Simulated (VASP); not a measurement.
# Hf (P6/mmm) in VASP: notebook, part 3 of 3

VASP 6.6.1. Earlier steps stand in the parts before.

### 5 Single point, PBEsol (23.96 Å³/atom)

This run uses another cell than the first one, of 23.96 Å³/atom.

INCAR

```
SYSTEM = Hf
ALGO = Normal
EDIFF = 1E-6
ENCUT = 520
GGA = PS
ISIF = 2
ISMEAR = -1
LASPH = .True.
LCHARG = .True.
LELF = .True.
LREAL = .False.
LVHAR = .True.
LWAVE = .False.
NBANDS = 22
NELM = 100
PREC = Accurate
SIGMA = 0.1
```

KPOINTS

```
k-points
0
Gamma
  8 8 12
  0 0 0
```

POSCAR

```
Hf
1.0
    5.1091315279      0.0000000000      0.0000000000
   -2.5545657639      4.4246376945      0.0000000000
    0.0000000000      0.0000000000      3.1792378413
Hf
3
Direct
    0.0000000000      0.0000000000      0.0000000000
    0.3333333333      0.6666666667      0.5000000000
    0.6666666667      0.3333333333      0.5000000000
```

Potentials or basis: VASP PAW PBE potentials, release 64 (Hf_pv).

Launch:

```bash
> cat potpaw_PBE.64/Hf_pv/POTCAR > POTCAR
> mpirun -np 1 vasp_std > vasp.out
```

OUTCAR:

```text
SYSTEM = Hf
   EDIFF = 1E-6
   ENCUT = 520
   GGA = PS
   ISIF = 2
   ISMEAR = -1
   LASPH = .True.
   LREAL = .False.
   NELM = 100
   PREC = Accurate

 ion  position               nearest neighbor table
   1  0.000  0.000  0.000-   2 3.35   3 3.35   2 3.35   3 3.35   3 3.35   3 3.35   2 3.35   2 3.35
                             3 3.35   3 3.35   2 3.35   2 3.35
   2  0.333  0.667  0.500-   3 2.95   3 2.95   3 2.95   1 3.35   1 3.35   1 3.35   1 3.35   1 3.35
                             1 3.35
   3  0.667  0.333  0.500-   2 2.95   2 2.95   2 2.95   1 3.35   1 3.35   1 3.35   1 3.35   1 3.35
                             1 3.35

  LATTYP: Found a hexagonal cell.
 ALAT       =     5.1091315279
 C/A-ratio  =     0.6222658047

  Lattice vectors:

 A1 = (   5.1091315279,   0.0000000000,   0.0000000000)
 A2 = (  -2.5545657639,   4.4246376945,   0.0000000000)
 A3 = (   0.0000000000,   0.0000000000,   3.1792378413)

Analysis of symmetry for initial positions (statically):
=====================================================================
 Subroutine PRICEL returns:
 Original cell was already a primitive cell.

 Routine SETGRP: Setting up the symmetry group for a
 hexagonal supercell.
[... 168 lines left out ...]

 E-fermi :   4.1034     XC(G=0): -11.0801

 val. band max:        4.0998353959   @ k =   0.5000   0.0000   0.1667
 cond. band min:       4.1060349755   @ k =   0.2500   0.2500   0.4167
 fundamental gap:      0.0061995796
 Fermi energy:         4.1034070152

 k-point     1 :       0.0000    0.0000    0.0000
  band No.  band energies     occupation
      1     -26.7413      2.00000
      2     -26.7413      2.00000
      3     -26.5975      2.00000
      4     -26.5975      2.00000
      5     -26.4006      2.00000
      6     -26.1756      2.00000
[... 589 lines left out ...]
     21       7.1630      0.00000
     22       7.6184      0.00000

 [... further k-points ...]

------------------------ aborting loop because EDIFF is reached ----------------------------------------

  FORCE on cell =-STRESS in cart. coord.  units (eV):
  Direction    XX          YY          ZZ          XY          YZ          ZX
  --------------------------------------------------------------------------------------
  -------------------------------------------------------------------------------------
  Total       -4.8847294     -4.8847294     -4.8310117     -0.0000000     -0.0000000     -0.0000000
  in kB     -108.8938300   -108.8938300   -107.6963187     -0.0000000     -0.0000000     -0.0000000
  external PRESSURE =    -108.4946596 kB  Pullay stress =       0.0000000 kB

 VOLUME and BASIS-vectors are now :
 -----------------------------------------------------------------------------
  energy-cutoff  :      520.00
  volume of cell :       71.87
      direct lattice vectors                 reciprocal lattice vectors
     5.109131528  0.000000000  0.000000000     0.195727981  0.113003603  0.000000000
    -2.554565764  4.424637695  0.000000000     0.000000000  0.226007205  0.000000000
     0.000000000  0.000000000  3.179237841     0.000000000  0.000000000  0.314540796

 POSITION                                       TOTAL-FORCE (eV/Angst)
 -----------------------------------------------------------------------------------
      0.00000      0.00000      0.00000        -0.000000      0.000000      0.000000
     -0.00000      2.94976      1.58962        -0.000000      0.000000      0.000000
      2.55457      1.47488      1.58962         0.000000      0.000000      0.000000
 -----------------------------------------------------------------------------------
    total drift:                                0.000000     -0.000000      0.000000

  FREE ENERGIE OF THE ION-ELECTRON SYSTEM (eV)
  ---------------------------------------------------
  free  energy   TOTEN  =       -31.1578594743 eV

  energy  without entropy=      -31.0619388978  energy(sigma->0) =      -31.10989919
```

It took 1.8 min on 1 thread of Intel Xeon 8259CL, shared host; peak memory 0.24 GiB.

Results:

```
Free energy            : -31.1579 eV
Pressure               : -10.8 GPa
Band gap on the k mesh : zero (bands 15 and 16 overlap by 0.88 eV)
```

Caveat: the cell stands under tension; the PAW data sets were made with another functional, which shifts forces and pressure a little; spin-orbit coupling is left out, which moves the levels of the heavy elements.

### 6 Single point, PBEsol

INCAR

```
SYSTEM = Hf
PREC = Accurate ; ENCUT = 520
EDIFF = 1E-7 ; ISMEAR = -1
SIGMA = 0.1 ; LREAL = .False.
LASPH = .True. ; NELM = 80
ALGO = Normal ; ISIF = 2
LWAVE = .False. ; LCHARG = .False.
GGA = PS ; NBANDS = 22
```

KPOINTS

```
regular mesh
0
Gamma
  10 10 14
  0 0 0
```

POSCAR

```
Hf
1.0
    4.9197278107      0.0000000000      0.0000000000
   -2.4598639053      4.2606092638      0.0000000000
    0.0000000000      0.0000000000      3.0613783848
Hf
3
Direct
    0.0000000000      0.0000000000      0.0000000000
    0.3333333333      0.6666666667      0.5000000000
    0.6666666667      0.3333333333      0.5000000000
```

Potentials or basis: VASP PAW PBE potentials, release 64 (Hf_pv).

Launch:

```bash
> cat potpaw_PBE.64/Hf_pv/POTCAR > POTCAR
> mpirun -np 1 vasp_std > vasp.out
```

Wall time 3.2 min (1 thread of Intel Xeon 8259CL, shared host); peak memory 0.27 GiB.

Results (log left out):

* Free energy: -31.4471 eV
* Pressure: -0.3 GPa
* Band gap on the k mesh: zero (bands 15 and 16 overlap by 0.96 eV)

Stress tensor (GPa, compression positive):
```
-0.38  0.00  0.00
 0.00 -0.38  0.00
 0.00  0.00 -0.20
```

Levels at points of the mesh, in eV from the Fermi level:
```tsv
k point	band 12	band 13	band 14	band 15	band 16	band 17	band 18	band 19
(0.00, 0.00, 0.00)	-0.62	-0.61	-0.61	-0.58	-0.58	1.13	2.19	2.19
(0.50, 0.00, 0.00)	-3.63	-0.50	-0.45	-0.37	0.18	0.89	1.23	1.59
(0.00, 0.00, 0.50)	-2.63	-2.16	-1.95	-1.95	1.42	1.42	2.09	2.09
(0.50, 0.00, 0.50)	-2.08	-1.46	-0.80	-0.68	0.58	0.63	1.14	1.74
```

Caveat: the PAW data sets were made with another functional, which shifts forces and pressure a little; spin-orbit coupling is left out, which moves the levels of the heavy elements.

### 7 Summary

```tsv
cell	k mesh	gap on the mesh (eV)	pressure (GPa)
a = 4.920, b = 4.920, c = 3.061 Å, angles 90.0, 90.0, 120.0°, 3 atoms	8 × 8 × 12	none	-0.3
a = 4.984, b = 4.984, c = 3.102 Å, angles 90.0, 90.0, 120.0°, 3 atoms	8 × 8 × 12	none	-4.5
a = 5.048, b = 5.048, c = 3.141 Å, angles 90.0, 90.0, 120.0°, 3 atoms	8 × 8 × 12	none	-7.9
a = 5.109, b = 5.109, c = 3.179 Å, angles 90.0, 90.0, 120.0°, 3 atoms	8 × 8 × 12	none	-10.8
a = 4.920, b = 4.920, c = 3.061 Å, angles 90.0, 90.0, 120.0°, 3 atoms	10 × 10 × 14	none	-0.3
```

Alike in all rows: task single point; level PBEsol; potentials or basis VASP PAW PBE potentials, release 64 (Hf_pv); no spin polarisation; cutoff (eV) 520; smearing fermi-dirac 0.1 eV.

Caveats: the PAW data sets were made with another functional, which shifts forces and pressure a little; spin-orbit coupling is left out, which moves the levels of the heavy elements; the cell stands under tension (at least some runs).

Total energies depend on the potentials used, so only differences within one code and one set of settings carry meaning.
